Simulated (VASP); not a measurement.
Wanted: the native input for a VASP 6.6.1 run.

```
Task                   : single point
Functional             : RPBE
Potentials or basis    : VASP PAW PBE potentials, release 64 (In_d, As)
Cutoff                 : 520 eV
k mesh                 : 6 × 6 × 6
Occupations            : gaussian, width 0.05 eV
Spin                   : no spin polarisation
Dipole correction      : no
Further INCAR settings : ALGO = Normal; EDIFF = 1e-06; NBANDS = 16
```

The structure of InAs lies in POSCAR:

```
InAs
1.0
    0.0000000000      3.1699770386      3.1699770386
    3.1699770386      0.0000000000      3.1699770386
    3.1699770386      3.1699770386      0.0000000000
In As
1 1
Direct
    0.0000000000      0.0000000000      0.0000000000
    0.7500000000      0.7500000000      0.7500000000
```

This cell differs from its parent crystal: volume scaled by 1.04.

The input as run:

INCAR

```
PREC = Accurate
ENCUT = 520
EDIFF = 1E-6
ISMEAR = 0
SIGMA = 0.05
LREAL = F
LASPH = T
NELM = 60
ALGO = Normal
ISIF = 2
LWAVE = F
LCHARG = F
GGA = RP
NBANDS = 16
```

KPOINTS

```
Automatic mesh
0
Gamma
  6 6 6
```

Potentials or basis: VASP PAW PBE potentials, release 64 (In_d, As).

The run is started by

```bash
$ cat potpaw_PBE.64/In_d/POTCAR potpaw_PBE.64/As/POTCAR > POTCAR
$ mpirun -np 1 vasp_std > vasp.out
```

Results of the run:

```yaml
Pressure: -1.5 GPa
Band_gap_on_the_k_mesh: zero (filled and empty bands touch)
```

Caveat: the PAW data sets were made with another functional, which shifts forces and pressure a little; spin-orbit coupling is left out, which moves the levels of the heavy elements.

Run time: 8.3 s on 1 thread of Intel(R) Xeon(R) 6975P-C (Granite Rapids), on a shared host, peak memory 0.21 GiB.
